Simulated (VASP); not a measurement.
# ZnS (F-43m) in VASP: a series of runs

ZnS is run at these levels: LDA, r2SCAN; tasks: single point.

Program: VASP 6.6.1. These are calculated values, not measurements. Logs are shortened: lines on timing, memory, paths and dates and some standing lists are left out, and cuts for length are marked.

## (1) The cell of the first run

Symmetry: F-43m, No. 216, cubic system. The conventional cell has a = 5.388 Å, b = 5.388 Å, c = 5.388 Å, α = 90.00°, β = 90.00°, γ = 90.00°. Within 3.1 Å of Zn (site symmetry -43m) lie 4 S at 2.33 Å. S (site symmetry -43m) has 4 Zn at 2.33 Å within 3.1 Å.

## (2) Single point, LDA

Input file INCAR:

```
  PREC = Accurate
  ENCUT = 520
  EDIFF = 1E-6
  ISMEAR = 0
  SIGMA = 0.01
  LREAL = False
  LASPH = True
  NELM = 80
  ALGO = Normal
  ISIF = 2
  LWAVE = False
  LCHARG = False
  GGA = CA
  NBANDS = 16
```

Input file KPOINTS:

```
regular mesh
0
Gamma
  6 6 6
```

Input file POSCAR:

```
ZnS
1.0
    0.0000000000      2.6940858343      2.6940858343
    2.6940858343      0.0000000000      2.6940858343
    2.6940858343      2.6940858343      0.0000000000
Zn S
1 1
Direct
    0.0000000000      0.0000000000      0.0000000000
    0.2500000000      0.2500000000      0.2500000000
```

Potentials or basis: VASP PAW LDA potentials, release 64 (Zn, S).

Started as:

```bash
cat potpaw_LDA.64/Zn/POTCAR potpaw_LDA.64/S/POTCAR > POTCAR
mpirun -np 1 vasp_std > vasp.out
```

OUTCAR:

```text
PREC = Accurate
   ENCUT = 520
   EDIFF = 1E-6
   ISMEAR = 0
   LREAL = False
   LASPH = True
   NELM = 80
   ISIF = 2
   GGA = CA

 ion  position               nearest neighbor table
   1  0.000  0.000  0.000-   2 2.33   2 2.33   2 2.33   2 2.33
   2  0.250  0.250  0.250-   1 2.33   1 2.33   1 2.33   1 2.33

  LATTYP: Found a face centered cubic cell.
 ALAT       =     5.3881716686

  Lattice vectors:

 A1 = (   0.0000000000,   2.6940858343,   2.6940858343)
 A2 = (   2.6940858343,   0.0000000000,   2.6940858343)
 A3 = (   2.6940858343,   2.6940858343,   0.0000000000)

Analysis of symmetry for initial positions (statically):
=====================================================================
 Subroutine PRICEL returns:
 Original cell was already a primitive cell.

 Routine SETGRP: Setting up the symmetry group for a
 face centered cubic supercell.

 Subroutine GETGRP returns: Found 24 space group operations
 (whereof 24 operations were pure point group operations)
 out of a pool of 48 trial point group operations.

The static configuration has the point symmetry T_d .

Analysis of symmetry for dynamics (positions and initial velocities):
=====================================================================
 Subroutine PRICEL returns:
 Original cell was already a primitive cell.

 Routine SETGRP: Setting up the symmetry group for a
 face centered cubic supercell.

 Subroutine GETGRP returns: Found 24 space group operations
 (whereof 24 operations were pure point group operations)
 out of a pool of 48 trial point group operations.

The dynamic configuration has the point symmetry T_d .

 Subroutine INISYM returns: Found 24 space group operations
 (whereof 24 operations are pure point group operations),
 and found     1 'primitive' translations

----------------------------------------------------------------------------------------

                                     Primitive cell

  volume of cell :      39.1079

  direct lattice vectors                    reciprocal lattice vectors
     0.000000000  2.694085834  2.694085834    -0.185591711  0.185591711  0.185591711
     2.694085834  0.000000000  2.694085834     0.185591711 -0.185591711  0.185591711
     2.694085834  2.694085834  0.000000000     0.185591711  0.185591711 -0.185591711

  length of vectors
     3.810012725  3.810012725  3.810012725     0.321454273  0.321454273  0.321454273

  position of ions in fractional coordinates (direct lattice)
     0.000000000  0.000000000  0.000000000
     0.250000000  0.250000000  0.250000000

  ion indices of the primitive-cell ions
   primitive index   ion index
                 1           1
                 2           2

----------------------------------------------------------------------------------------

 KPOINTS: regular mesh

Automatic generation of k-mesh.
 Grid dimensions read from file:
 generate k-points for:    6    6    6

 Generating k-lattice:

  Cartesian coordinates                     Fractional coordinates (reciprocal lattice)
    -0.030931952  0.030931952  0.030931952     0.166666667  0.000000000  0.000000000
     0.030931952 -0.030931952  0.030931952     0.000000000  0.166666667  0.000000000
     0.030931952  0.030931952 -0.030931952     0.000000000  0.000000000  0.166666667

  Length of vectors
     0.053575712  0.053575712  0.053575712

  Shift w.r.t. Gamma in fractional coordinates (k-lattice)
     0.000000000  0.000000000  0.000000000

 Subroutine IBZKPT returns following result:
 ===========================================

 Found     16 irreducible k-points:

 Following reciprocal coordinates:
            Coordinates               Weight
  0.000000  0.000000  0.000000      1.000000
  0.166667  0.000000  0.000000      8.000000
  0.333333  0.000000  0.000000      8.000000
  0.500000  0.000000  0.000000      4.000000
  0.166667  0.166667  0.000000      6.000000
  0.333333  0.166667  0.000000     24.000000
[... 8 lines left out ...]
 -0.333333  0.333333  0.166667     24.000000
 -0.333333  0.500000  0.166667     12.000000
   k-points           NKPTS =     16   k-points in BZ     NKDIM =     16   number of bands    NBANDS=     16
   number of dos      NEDOS =    301   number of ions     NIONS =      2
   total plane-waves  NPLWV =  21952
   dimension x,y,z NGX =    28 NGY =   28 NGZ =   28
   dimension x,y,z NGXF=    56 NGYF=   56 NGZF=   56
   ions per type =               1   1
   NGX,Y,Z   is equivalent  to a cutoff of  12.22, 12.22, 12.22 a.u.
   NGXF,Y,Z  is equivalent  to a cutoff of  24.44, 24.44, 24.44 a.u.
 SYSTEM =  unknown system
   PREC   = accura    normal or accurate (medium, high low for compatibility)
   ISTART =      0    job   : 0-new  1-cont  2-samecut
   ICHARG =      2    charge: 1-file 2-atom 10-const
   ISPIN  =      1    spin polarized calculation?
   LNONCOLLINEAR =      F non collinear calculations
   LSORBIT =      F    spin-orbit coupling
   LASPH  =      T    aspherical Exc in radial PAW
   ENCUT  =  520.0 eV  38.22 Ry    6.18 a.u.   7.08  7.08  7.08*2*pi/ulx,y,z
   NELM   =     80;   NELMIN=  2; NELMDL= -5     # of ELM steps
   EDIFF  = 0.1E-05   stopping-criterion for ELM
   LREAL  =      F    real-space projection
[... 7 lines left out ...]
   TEBEG  =    0.0;   TEEND  =   0.0 temperature during run
   PSTRESS=    0.0 pullay stress
   NELECT =      18.0000    total number of electrons
   NUPDOWN=      -1.0000    fix difference up-down
   EMIN   =  10.00;   EMAX   =-10.00  energy-range for DOS
   EFERMI =   0.00;   METHOD = LEGACY
   ISMEAR =     0;   SIGMA  =   0.01  broadening in eV -4-tet -1-fermi 0-gaus
   EFERMI_NEDOS =   21; number of points for ismear=-14 and -15
   IALGO  =     38    algorithm
   IMIX   =      4    mixing-type and parameters
     AMIX     =   0.40;   BMIX     =  1.00
     AMIX_MAG =   1.60;   BMIX_MAG =  1.00
  volume/ion in A,a.u.               =      19.55       131.96
  Fermi-wavevector in a.u.,A,eV,Ry     =   1.263992  2.388598 21.737690  1.597675
  Thomas-Fermi vector in A             =   2.397320
   LORBIT       =      0    0 simple, 1 ext, 2 COOP (PROOUT), +10 PAW based schemes
   GGA     = CA    functional components
   LHFCALC =     F    Hartree Fock is set to
   AEXX    =    0.0000 exact exchange contribution
   IVDW    =     0    specifies the selected vdW correction
   LEPSILON=     F    determine dielectric tensor
   LRPA    =     F    only Hartree local field effects (RPA)
 non-spin polarized calculation
 Gauss-broadening in eV      SIGMA  =   0.01
  energy-cutoff  :      520.00
  volume of cell :       39.11
 maximum number of plane-waves:      1067
   NGX = 15   NGY = 15   NGZ = 15

 number of electron      18.0000006 magnetization

 Free energy of the ion-electron system (eV)
  ---------------------------------------------------
  ext. energy  EPLUGINS =         0.00000000
  ---------------------------------------------------
  free energy    TOTEN  =        -8.18195425 eV

  energy without entropy =       -8.18195425  energy(sigma->0) =       -8.18195425

 E-fermi :   2.0624     XC(G=0): -10.0787

 val. band max:        2.0114756053   @ k =   0.0000   0.0000   0.0000
 cond. band min:       3.9379394298   @ k =   0.0000   0.0000   0.0000
 fundamental gap:      1.9264638245
 Fermi energy:         2.0623875848

 k-point     1 :       0.0000    0.0000    0.0000
  band No.  band energies     occupation
      1     -11.1590      2.00000
      2      -4.5231      2.00000
      3      -4.5231      2.00000
      4      -4.5231      2.00000
      5      -4.0320      2.00000
      6      -4.0320      2.00000
[... 8 lines left out ...]
     15      13.7744      0.00000
     16      13.7744      0.00000

 k-point     2 :       0.1667    0.0000    0.0000
  band No.  band energies     occupation
      1     -10.9485      2.00000
      2      -4.5165      2.00000
      3      -4.4878      2.00000
      4      -4.4878      2.00000
      5      -4.0340      2.00000
      6      -4.0340      2.00000
[... 8 lines left out ...]
     15      12.9224      0.00000
     16      14.4273      0.00000

 k-point     3 :       0.3333    0.0000    0.0000
  band No.  band energies     occupation
      1     -10.4691      2.00000
      2      -4.4296      2.00000
      3      -4.4296      2.00000
      4      -4.3574      2.00000
      5      -4.0203      2.00000
      6      -4.0203      2.00000
[... 8 lines left out ...]
     15      13.5312      0.00000
     16      13.5919      0.00000

 k-point     4 :       0.5000    0.0000    0.0000
  band No.  band energies     occupation
      1     -10.1899      2.00000
      2      -4.4092      2.00000
      3      -4.4092      2.00000
      4      -4.0015      2.00000
      5      -4.0015      2.00000
      6      -3.8206      2.00000
[... 8 lines left out ...]
     15      15.4203      0.00000
     16      15.4203      0.00000

 k-point     5 :       0.1667    0.1667    0.0000
  band No.  band energies     occupation
      1     -10.8782      2.00000
      2      -4.5548      2.00000
      3      -4.4547      2.00000
      4      -4.4547      2.00000
      5      -4.0595      2.00000
      6      -4.0128      2.00000
[... 8 lines left out ...]
     15      14.1351      0.00000
     16      15.7575      0.00000

 k-point     6 :       0.3333    0.1667    0.0000
  band No.  band energies     occupation
      1     -10.4841      2.00000
      2      -4.5105      2.00000
      3      -4.3846      2.00000
      4      -4.3701      2.00000
      5      -4.0514      2.00000
      6      -3.9964      2.00000
[... 8 lines left out ...]
     15      14.5530      0.00000
     16      15.7999      0.00000
[... 115 lines left out ...]
 k-point    13 :       0.5000    0.5000    0.0000
  band No.  band energies     occupation
      1      -9.8639      2.00000
      2      -4.5495      2.00000
      3      -4.1821      2.00000
      4      -4.1821      2.00000
      5      -3.9555      2.00000
      6      -3.8049      2.00000
[... 8 lines left out ...]
     15      15.7828      0.00000
     16      16.5184      0.00000

 k-point    14 :       0.5000    0.3333    0.1667
  band No.  band energies     occupation
      1     -10.1361      2.00000
      2      -4.4300      2.00000
      3      -4.3466      2.00000
      4      -4.2278      2.00000
      5      -4.0087      2.00000
      6      -3.9517      2.00000
[... 8 lines left out ...]
     15      15.8799      0.00000
     16      16.5461      0.00000

 k-point    15 :      -0.3333    0.3333    0.1667
  band No.  band energies     occupation
      1      -9.9461      2.00000
      2      -4.3914      2.00000
      3      -4.3047      2.00000
      4      -4.0860      2.00000
      5      -4.0404      2.00000
      6      -3.7015      2.00000
[... 8 lines left out ...]
     15      15.6303      0.00000
     16      16.4194      0.00000

 k-point    16 :      -0.3333    0.5000    0.1667
  band No.  band energies     occupation
      1      -9.8593      2.00000
      2      -4.4323      2.00000
      3      -4.2342      2.00000
      4      -4.1443      2.00000
      5      -4.0084      2.00000
      6      -3.6595      2.00000
[... 8 lines left out ...]
     15      15.9305      0.00000
     16      16.7295      0.00000

------------------------ aborting loop because EDIFF is reached ----------------------------------------

  FORCE on cell =-STRESS in cart. coord.  units (eV):
  Direction    XX          YY          ZZ          XY          YZ          ZX
  --------------------------------------------------------------------------------------
  -------------------------------------------------------------------------------------
  Total       -0.9109184     -0.9109184     -0.9109184      0.0000000     -0.0000000      0.0000000
  in kB      -37.3186372    -37.3186372    -37.3186372      0.0000000     -0.0000000      0.0000000
  external PRESSURE =     -37.3186372 kB  Pullay stress =       0.0000000 kB

 VOLUME and BASIS-vectors are now :
 -----------------------------------------------------------------------------
  energy-cutoff  :      520.00
  volume of cell :       39.11
      direct lattice vectors                 reciprocal lattice vectors
     0.000000000  2.694085834  2.694085834    -0.185591711  0.185591711  0.185591711
     2.694085834  0.000000000  2.694085834     0.185591711 -0.185591711  0.185591711
     2.694085834  2.694085834  0.000000000     0.185591711  0.185591711 -0.185591711

 POSITION                                       TOTAL-FORCE (eV/Angst)
 -----------------------------------------------------------------------------------
      0.00000      0.00000      0.00000        -0.000000     -0.000000     -0.000000
      1.34704      1.34704      1.34704         0.000000      0.000000      0.000000
 -----------------------------------------------------------------------------------
    total drift:                                0.000001      0.000001      0.000000

  FREE ENERGIE OF THE ION-ELECTRON SYSTEM (eV)
  ---------------------------------------------------
  free  energy   TOTEN  =        -8.1819542541 eV

  energy  without entropy=       -8.1819542541  energy(sigma->0) =       -8.18195425
```

Wall time 4 s (1 thread of Intel Xeon 6975P-C (Granite Rapids), shared host); peak memory 0.13 GiB.

What came out:

```
Free energy            : -8.1820 eV
Pressure               : -3.7 GPa
Band gap on the k mesh : 1.93 eV
```

Caveat: the cell stands under tension.

## (3) Single point, r2SCAN

POSCAR is that of step 2.

Input file INCAR.step1:

```
PREC = Accurate
ENCUT = 520
ISMEAR = 0
SIGMA = 0.01
LREAL = False
LASPH = True
NELM = 60
NBANDS = 16
GGA = PE
ALGO = Normal
EDIFF = 1E-4
LWAVE = True
LCHARG = False
```

Input file INCAR.step2:

```
PREC = Accurate
ENCUT = 520
EDIFF = 1E-6
ISMEAR = 0
SIGMA = 0.01
LREAL = False
LASPH = True
NELM = 60
ALGO = Normal
ISIF = 2
LWAVE = False
LCHARG = False
METAGGA = R2SCAN
LMIXTAU = True
NBANDS = 16
ISTART = 1
```

Input file KPOINTS:

```
Automatic mesh
0
Gamma
  5 5 5
```

Potentials or basis: VASP PAW PBE potentials, release 64 (Zn, S).

Started as:

```bash
cat potpaw_PBE.64/Zn/POTCAR potpaw_PBE.64/S/POTCAR > POTCAR
cp INCAR.step1 INCAR
mpirun -np 1 vasp_std > vasp.out
cp INCAR.step2 INCAR
mpirun -np 1 vasp_std > vasp.out
```

It took 14 s on 1 thread of Intel Xeon 6975P-C (Granite Rapids), shared host; peak memory 0.15 GiB.

It converged, with:

* Free energy: -18.8566 eV
* Pressure: 0.1 GPa
* Band gap on the k mesh: 2.71 eV

Levels at points of the mesh, in eV from the valence-band top:
```csv
k point,band 7,band 8,band 9,band 10,band 11,band 12
"(0.00, 0.00, 0.00)",0.00,0.00,0.00,2.71,6.89,6.89
```

Caveat: the PAW data sets were made with another functional, which shifts forces and pressure a little.
